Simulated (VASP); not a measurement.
A run of VASP 6.6.1 is set up as follows.

File INCAR:

```
PREC = Accurate
ENCUT = 600
EDIFF = 1E-6
ISMEAR = 0
SIGMA = 0.1
LREAL = False
LASPH = True
NELM = 100
ALGO = Normal
ISIF = 3
LWAVE = False
LCHARG = False
GGA = PE
IBRION = 2
NSW = 90
EDIFFG = -0.04
```

Contents of KPOINTS:

```
Automatic mesh
0
Gamma
  4 4 6
```

Contents of POSCAR:

```
CaBe2O3
1.0
    2.0971773400     -4.4369556700      0.0000000000
    2.0971773400      4.4369556700      0.0000000000
    0.0000000000      0.0000000000      3.3026826900
Ca Be O
1 2 3
Direct
    0.0000000000      0.0000000000      0.0000000000
    0.6549724500      0.3450275500      0.5000000000
    0.3450275500      0.6549724500      0.5000000000
    0.1453886600      0.8546113400      0.5000000000
    0.8546113400      0.1453886600      0.5000000000
    0.5000000000      0.5000000000      0.0000000000
```

Potentials or basis: VASP PAW PBE potentials, release 64 (Ca_sv, Be, O).

Run with:

```sh
$ cat potpaw_PBE.64/Ca_sv/POTCAR potpaw_PBE.64/Be/POTCAR potpaw_PBE.64/O/POTCAR > POTCAR
$ mpirun -np 1 vasp_std > vasp.out
```

**Question.** Estimate the relaxed volume.

**Answer.** 10.64 Å³/atom.

**Question.** Predict the band gap on the k mesh.

**Answer.** 1.97 eV, indirect (least direct gap 2.11 eV).

Step by step:
| step | energy change (eV) | largest force (eV/Å) | pressure (GPa) | volume (Å³) |
| --- | --- | --- | --- | --- |
| 1 | 0.0000 | 5.8018 | 4.32 | 61.46 |
| 2 | -1.1970 | 3.4251 | 5.36 | 63.86 |
| 3 | -1.5135 | 0.3892 | 0.86 | 63.17 |
| 4 | -1.5152 | 0.2456 | 1.02 | 63.21 |
| 5 | -1.5149 | 0.3324 | 1.15 | 63.25 |
| 6 | -1.6173 | 0.2659 | -1.30 | 64.02 |
| 7 | -1.7196 | 0.1740 | -4.43 | 65.36 |
| 8 | -1.7441 | 0.1791 | -6.91 | 67.55 |
| 9 | -1.7533 | 0.1417 | -6.28 | 66.65 |
| 10 | -1.8218 | 0.6099 | -2.62 | 65.18 |
| 11 | -1.8350 | 0.9285 | -0.18 | 64.33 |
| 12 | -1.8637 | 0.3891 | 0.41 | 63.51 |
| 13 | -1.8637 | 0.4146 | 0.46 | 63.48 |
| 14 | -1.8745 | 0.2024 | 0.44 | 63.42 |
| 15 | -1.8773 | 0.0382 | 0.45 | 63.36 |
| 16 | -1.8779 | 0.0206 | 0.27 | 63.54 |
| 17 | -1.8781 | 0.0643 | 0.09 | 63.71 |
| 18 | -1.8783 | 0.0092 | -0.20 | 63.86 |

A k mesh can miss the band edges. A hybrid or GW would open this gap; PBE tends to underestimate it.
